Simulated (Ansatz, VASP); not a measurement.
# CsLa5: VASP beside Ansatz

```xyz
6
Lattice="5.1626 0.0000 0.0000 0.0000 5.1626 0.0000 0.0000 0.0000 11.8729" Properties=species:S:1:pos:R:3 pbc="T T T"
Cs    2.5813    2.5813    5.9364
La    2.5813    0.0000    9.8941
La    0.0000    2.5813    1.9788
La    2.5813    0.0000    1.9788
La    0.0000    2.5813    9.8941
La    0.0000    0.0000    0.0000
```

Alike in both runs: functional PBE; k mesh 8 × 8 × 4; occupations gaussian, width 0.1 eV; no spin polarisation.

Ansatz relaxed the structure, and its values are those at the end. VASP's run is a single point on that final structure, the one shown.

```csv
,VASP,Ansatz
version,VASP 6.6.1,Ansatz 0.2.0
potentials or method,"VASP PAW PBE potentials, release 64 (Cs_sv, La), cutoff 520 eV","scalar-relativistic, plane waves, PAW"
valence electrons in the cell,64,64
```

```csv
,VASP,Ansatz,Ansatz less VASP
gap on the k mesh at the Fermi level (eV),none,none,-
pressure (GPa),0.0,0.0,-0.01
rms of the force components (eV/Å),0.006,0.003,-0.0028
```

A gap of «none» marks a metal or a gap that the smearing closes. With one functional, cell and mesh, what is left measures potentials, basis and numerics.

Spin-orbit coupling is off throughout.
